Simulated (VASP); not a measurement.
# Zn2CdO3 (P6/mmm) in VASP: single point with PBE

Aim: the single point of Zn2CdO3 with PBE.

Program: VASP 6.6.1. These are calculated values, not measurements. Logs are shortened: lines on timing, memory, paths and dates and some standing lists are left out, and cuts for length are marked.

### 1 The cell of the first run

The structure is hexagonal, space group P6/mmm (No. 191). The conventional cell has a = 5.481 Å, b = 5.481 Å, c = 2.789 Å, α = 90.00°, β = 90.00°, γ = 120.00°. Zn (site symmetry -6m2) has 6 O at 2.11 Å and 2 Zn at 2.79 Å within 2.8 Å. Cd (site symmetry 6/mmm) has 2 Cd at 2.79 Å and 12 O at 3.07 Å and 6 Zn at 3.16 Å within 3.7 Å. O (site symmetry mmm) has 4 Zn at 2.11 Å and 6 O at 2.74 to 2.79 Å within 2.8 Å.

The cell was generated, and may not be a known phase.

### 2 Single point, PBE

INCAR reads:

```
SYSTEM = Zn2CdO3
  PREC = Accurate
  ENCUT = 700
  EDIFF = 1E-6
  ISMEAR = 0
  SIGMA = 0.1
  LREAL = .FALSE.
  LASPH = .TRUE.
  NELM = 120
  ALGO = Normal
  ISIF = 2
  LWAVE = .FALSE.
  LCHARG = .TRUE.
  GGA = PE
  LELF = .TRUE.
  LVHAR = .TRUE.
  NBANDS = 40
  GGA_COMPAT = .FALSE.
```

KPOINTS reads:

```
regular mesh
0
G
  12 12 14
  0 0 0
```

POSCAR reads:

```
Zn2CdO3
1.0
    5.4805033250      0.0000000000      0.0000000000
   -2.7402516625      4.7462551050      0.0000000000
    0.0000000000      0.0000000000      2.7893973575
Zn Cd O
2 1 3
Direct
    0.6666666667      0.3333333333      0.0000000000
    0.3333333333      0.6666666667      0.0000000000
    0.0000000000      0.0000000000      0.0000000000
    0.5000000000      0.0000000000      0.5000000000
    0.0000000000      0.5000000000      0.5000000000
    0.5000000000      0.5000000000      0.5000000000
```

Potentials or basis: VASP PAW PBE potentials, release 64 (Zn, Cd_sv_GW, O).

Command:

```bash
$ cat potpaw_PBE.64/Zn/POTCAR potpaw_PBE.64/Cd_sv_GW/POTCAR potpaw_PBE.64/O/POTCAR > POTCAR
$ mpirun -np 1 vasp_std > vasp.out
```

OUTCAR:

```text
SYSTEM = Zn2CdO3
   PREC = Accurate
   ENCUT = 700
   EDIFF = 1E-6
   ISMEAR = 0
   LREAL = .FALSE.
   LASPH = .TRUE.
   NELM = 120
   ISIF = 2
   GGA = PE

 ion  position               nearest neighbor table
   1  0.667  0.333  0.000-   5 2.11   5 2.11   4 2.11   4 2.11   6 2.11   6 2.11
   2  0.333  0.667  0.000-   5 2.11   5 2.11   4 2.11   4 2.11   6 2.11   6 2.11
   3  0.000  0.000  0.000-
   4  0.500  0.000  0.500-   1 2.11   2 2.11   1 2.11   2 2.11
   5  0.000  0.500  0.500-   1 2.11   2 2.11   1 2.11   2 2.11
   6  0.500  0.500  0.500-   1 2.11   2 2.11   1 2.11   2 2.11

  LATTYP: Found a hexagonal cell.
 ALAT       =     5.4805033250
 C/A-ratio  =     0.5089673689

  Lattice vectors:

 A1 = (   5.4805033250,   0.0000000000,   0.0000000000)
 A2 = (  -2.7402516625,   4.7462551050,   0.0000000000)
 A3 = (   0.0000000000,   0.0000000000,   2.7893973575)

Analysis of symmetry for initial positions (statically):
=====================================================================
 Subroutine PRICEL returns:
 Original cell was already a primitive cell.

 Routine SETGRP: Setting up the symmetry group for a
 hexagonal supercell.

 Subroutine GETGRP returns: Found 24 space group operations
 (whereof 24 operations were pure point group operations)
 out of a pool of 24 trial point group operations.

The static configuration has the point symmetry D_6h.

Analysis of symmetry for dynamics (positions and initial velocities):
=====================================================================
 Subroutine PRICEL returns:
 Original cell was already a primitive cell.

 Routine SETGRP: Setting up the symmetry group for a
 hexagonal supercell.

 Subroutine GETGRP returns: Found 24 space group operations
 (whereof 24 operations were pure point group operations)
 out of a pool of 24 trial point group operations.

The dynamic configuration has the point symmetry D_6h.

 Subroutine INISYM returns: Found 24 space group operations
 (whereof 24 operations are pure point group operations),
 and found     1 'primitive' translations

----------------------------------------------------------------------------------------

                                     Primitive cell

  volume of cell :      72.5574

  direct lattice vectors                    reciprocal lattice vectors
     5.480503325  0.000000000  0.000000000     0.182464993  0.105346213  0.000000000
    -2.740251662  4.746255105  0.000000000     0.000000000  0.210692425  0.000000000
     0.000000000  0.000000000  2.789397357     0.000000000  0.000000000  0.358500375

  length of vectors
     5.480503325  5.480503325  2.789397357     0.210692425  0.210692425  0.358500375

  position of ions in fractional coordinates (direct lattice)
     0.666666667  0.333333333  0.000000000
     0.333333333  0.666666667  0.000000000
     0.000000000  0.000000000  0.000000000
     0.500000000  0.000000000  0.500000000
     0.000000000  0.500000000  0.500000000
     0.500000000  0.500000000  0.500000000

  ion indices of the primitive-cell ions
   primitive index   ion index
                 1           1
                 2           2
                 3           3
                 4           4
                 5           5
                 6           6

----------------------------------------------------------------------------------------

 KPOINTS: regular mesh

Automatic generation of k-mesh.
 Grid dimensions read from file:
 generate k-points for:   12   12   14

 Generating k-lattice:

  Cartesian coordinates                     Fractional coordinates (reciprocal lattice)
     0.015205416  0.008778851  0.000000000     0.083333333  0.000000000  0.000000000
     0.000000000  0.017557702  0.000000000     0.000000000  0.083333333  0.000000000
     0.000000000  0.000000000  0.025607170     0.000000000  0.000000000  0.071428571

  Length of vectors
     0.017557702  0.017557702  0.025607170

  Shift w.r.t. Gamma in fractional coordinates (k-lattice)
     0.000000000  0.000000000  0.000000000

 Subroutine IBZKPT returns following result:
 ===========================================

 Found    152 irreducible k-points:

 Following reciprocal coordinates:
            Coordinates               Weight
  0.000000  0.000000  0.000000      1.000000
  0.083333 -0.000000  0.000000      6.000000
  0.166667  0.000000  0.000000      6.000000
  0.250000  0.000000  0.000000      6.000000
  0.333333  0.000000  0.000000      6.000000
  0.416667  0.000000  0.000000      6.000000
[... 16 lines left out ...]
  0.250000  0.000000  0.071429     12.000000
  0.333333  0.000000  0.071429     12.000000
 [... further k-points ...]
   k-points           NKPTS =    152   k-points in BZ     NKDIM =    152   number of bands    NBANDS=     40
   number of dos      NEDOS =    301   number of ions     NIONS =      6
   total plane-waves  NPLWV =  55296
   dimension x,y,z NGX =    48 NGY =   48 NGZ =   24
   dimension x,y,z NGXF=    96 NGYF=   96 NGZF=   48
   ions per type =               2   1   3
   NGX,Y,Z   is equivalent  to a cutoff of  14.56, 14.56, 14.30 a.u.
   NGXF,Y,Z  is equivalent  to a cutoff of  29.12, 29.12, 28.61 a.u.
 SYSTEM =  Zn2CdO3
   PREC   = accura    normal or accurate (medium, high low for compatibility)
   ISTART =      0    job   : 0-new  1-cont  2-samecut
   ICHARG =      2    charge: 1-file 2-atom 10-const
   ISPIN  =      1    spin polarized calculation?
   LNONCOLLINEAR =      F non collinear calculations
   LSORBIT =      F    spin-orbit coupling
   LASPH  =      T    aspherical Exc in radial PAW
   ENCUT  =  700.0 eV  51.45 Ry    7.17 a.u.  11.82 11.82  6.02*2*pi/ulx,y,z
   NELM   =    120;   NELMIN=  2; NELMDL= -5     # of ELM steps
   EDIFF  = 0.1E-05   stopping-criterion for ELM
   LREAL  =      F    real-space projection
   EDIFFG = 0.1E-04   stopping-criterion for IOM
   NSW    =      0    number of steps for IOM
   IBRION =     -1    ionic relax: 0-MD 1-quasi-New 2-CG
   NFREE  =      0    steps in history (QN), initial steepest desc. (CG)
   ISIF   =      2    stress and relaxation
   ISYM   =      2    0-nonsym 1-usesym 2-fastsym
   POTIM  = 0.5000    time-step for ionic-motion
   TEBEG  =    0.0;   TEEND  =   0.0 temperature during run
   PSTRESS=    0.0 pullay stress
   NELECT =      62.0000    total number of electrons
   NUPDOWN=      -1.0000    fix difference up-down
   EMIN   =  10.00;   EMAX   =-10.00  energy-range for DOS
   EFERMI =   0.00;   METHOD = LEGACY
   ISMEAR =     0;   SIGMA  =   0.10  broadening in eV -4-tet -1-fermi 0-gaus
   EFERMI_NEDOS =   21; number of points for ismear=-14 and -15
   IALGO  =     38    algorithm
   IMIX   =      4    mixing-type and parameters
     AMIX     =   0.40;   BMIX     =  1.00
     AMIX_MAG =   1.60;   BMIX_MAG =  1.00
  volume/ion in A,a.u.               =      12.09        81.61
  Fermi-wavevector in a.u.,A,eV,Ry     =   1.553501  2.935690 32.835812  2.413364
  Thomas-Fermi vector in A             =   2.657722
   LORBIT       =      0    0 simple, 1 ext, 2 COOP (PROOUT), +10 PAW based schemes
   GGA     = PE    functional components
   LHFCALC =     F    Hartree Fock is set to
   AEXX    =    0.0000 exact exchange contribution
   IVDW    =     0    specifies the selected vdW correction
   LEPSILON=     F    determine dielectric tensor
   LRPA    =     F    only Hartree local field effects (RPA)
 non-spin polarized calculation
 Gauss-broadening in eV      SIGMA  =   0.10
  energy-cutoff  :      700.00
  volume of cell :       72.56
 maximum number of plane-waves:      3076
 NGX is ok and might be reduce to    48
   NGX = 23   NGY = 23   NGZ = 13

 number of electron      62.0000039 magnetization

 Free energy of the ion-electron system (eV)
  ---------------------------------------------------
  ext. energy  EPLUGINS =         0.00000000
  ---------------------------------------------------
  free energy    TOTEN  =       -21.81905075 eV

  energy without entropy =      -21.80096785  energy(sigma->0) =      -21.81000930

 E-fermi :   3.1345     XC(G=0): -11.5525

 val. band max:        3.1074092837   @ k =   0.3333   0.0833   0.0000
 cond. band min:       3.1358674967   @ k =   0.0833  -0.0000   0.3571
 fundamental gap:      0.0284582130
 Fermi energy:         3.1345264713

 k-point     1 :       0.0000    0.0000    0.0000
  band No.  band energies     occupation
      1     -99.4656      2.00000
      2     -60.5329      2.00000
      3     -60.4957      2.00000
      4     -60.4957      2.00000
      5     -15.0401      2.00000
      6     -13.7630      2.00000
[... 32 lines left out ...]
     39      17.6422      0.00000
     40      18.3715      0.00000

 k-point     2 :       0.0833   -0.0000    0.0000
  band No.  band energies     occupation
      1     -99.4656      2.00000
      2     -60.5329      2.00000
      3     -60.4957      2.00000
      4     -60.4957      2.00000
      5     -15.0233      2.00000
      6     -13.7865      2.00000
[... 32 lines left out ...]
     39      17.3604      0.00000
     40      17.9677      0.00000

 k-point     3 :       0.1667    0.0000    0.0000
  band No.  band energies     occupation
      1     -99.4656      2.00000
      2     -60.5329      2.00000
      3     -60.4957      2.00000
      4     -60.4957      2.00000
      5     -14.9740      2.00000
      6     -13.8538      2.00000
[... 32 lines left out ...]
     39      16.6356      0.00000
     40      17.2918      0.00000

 k-point     4 :       0.2500    0.0000    0.0000
  band No.  band energies     occupation
      1     -99.4655      2.00000
      2     -60.5329      2.00000
      3     -60.4957      2.00000
      4     -60.4957      2.00000
      5     -14.8961      2.00000
      6     -13.9560      2.00000
[... 32 lines left out ...]
     39      15.8733      0.00000
     40      16.5866      0.00000
[... 772 lines left out ...]
     39      16.3156      0.00000
     40      17.2503      0.00000

 k-point    23 :       0.2500    0.0000    0.0714
  band No.  band energies     occupation
      1     -99.4653      2.00000
      2     -60.5369      2.00000
      3     -60.4954      2.00000
      4     -60.4954      2.00000
      5     -14.8572      2.00000
      6     -13.9303      2.00000
[... 32 lines left out ...]
     39      15.6261      0.00000
     40      16.5823      0.00000

 k-point    24 :       0.3333    0.0000    0.0714
  band No.  band energies     occupation
      1     -99.4653      2.00000
      2     -60.5369      2.00000
      3     -60.4954      2.00000
      4     -60.4954      2.00000
      5     -14.7601      2.00000
      6     -14.0507      2.00000
[... 32 lines left out ...]
     39      14.9941      0.00000
     40      15.9150      0.00000

 [... further k-points ...]
[... 5 lines left out ...]
  --------------------------------------------------------------------------------------
  -------------------------------------------------------------------------------------
  Total        0.1301169      0.1301169      0.2671643      0.0000000      0.0000000      0.0000000
  in kB        2.8731775      2.8731775      5.8993897      0.0000000      0.0000000      0.0000000
  external PRESSURE =       3.8819149 kB  Pullay stress =       0.0000000 kB

 VOLUME and BASIS-vectors are now :
 -----------------------------------------------------------------------------
  energy-cutoff  :      700.00
  volume of cell :       72.56
      direct lattice vectors                 reciprocal lattice vectors
     5.480503325  0.000000000  0.000000000     0.182464993  0.105346213  0.000000000
    -2.740251662  4.746255105  0.000000000     0.000000000  0.210692425  0.000000000
     0.000000000  0.000000000  2.789397357     0.000000000  0.000000000  0.358500375

 POSITION                                       TOTAL-FORCE (eV/Angst)
 -----------------------------------------------------------------------------------
      2.74025      1.58209      0.00000         0.000000     -0.000000      0.000000
     -0.00000      3.16417      0.00000        -0.000000      0.000000      0.000000
      0.00000      0.00000      0.00000        -0.000000      0.000000      0.000000
      2.74025      0.00000      1.39470        -0.000000      0.000000      0.000000
     -1.37013      2.37313      1.39470        -0.000000      0.000000      0.000000
      1.37013      2.37313      1.39470        -0.000000      0.000000      0.000000
 -----------------------------------------------------------------------------------
    total drift:                               -0.000000      0.000000     -0.000000

  FREE ENERGIE OF THE ION-ELECTRON SYSTEM (eV)
  ---------------------------------------------------
  free  energy   TOTEN  =       -21.8190507511 eV

  energy  without entropy=      -21.8009678550  energy(sigma->0) =      -21.81000930
```

Wall time 5.5 min (1 thread of Intel Xeon 6975P-C (Granite Rapids), shared host); peak memory 0.74 GiB.

What came out:

```
Free energy            : -21.8191 eV
Pressure               : 0.4 GPa
Band gap on the k mesh : zero (bands 31 and 32 overlap by 0.75 eV)
```

Caveat: semilocal functionals underestimate gaps, and a narrow one can read as zero.

The gap in the log of VASP goes by the Fermi energy; the results here count the filled bands.